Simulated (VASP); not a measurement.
A run of VASP 6.6.1:

Contents of INCAR:

```
SYSTEM = ScBi3
PREC = Accurate
ENCUT = 520
EDIFF = 1E-6
ISMEAR = 0
SIGMA = 0.1
LREAL = .FALSE.
LASPH = .TRUE.
NELM = 80
ALGO = Normal
ISIF = 2
LWAVE = .FALSE.
LCHARG = .TRUE.
GGA = PE
LELF = .TRUE.
LVHAR = .TRUE.
NBANDS = 36
```

File KPOINTS:

```
regular mesh
0
G
  1 1 1
  0 0 0
```

The input POSCAR:

```
ScBi3
1.0
   -2.2343685929      2.2343685929      5.2220012163
    2.2343685929     -2.2343685929      5.2220012163
    2.2343685929      2.2343685929     -5.2220012163
Sc Bi
1 3
Direct
    0.0000000000      0.0000000000      0.0000000000
    0.7500000000      0.2500000000      0.5000000000
    0.2500000000      0.7500000000      0.5000000000
    0.5000000000      0.5000000000      0.0000000000
```

Potentials or basis: VASP PAW PBE potentials, release 64 (Sc_sv, Bi_d).

Command:

```sh
$ cat potpaw_PBE.64/Sc_sv/POTCAR potpaw_PBE.64/Bi_d/POTCAR > POTCAR
$ mpirun -np 1 vasp_gam > vasp.out
```

Hardware: 1 thread of AMD EPYC 7R43 64-Core Processor (Zen 3), with other jobs on the host.

Problem. How long does it take, and how much memory?

Solution. Wall time 17 s on 1 thread of AMD EPYC 7R43 64-Core Processor (Zen 3), with other jobs on the host, peak memory 0.26 GiB. Counts: scf iterations 15, k points 1.
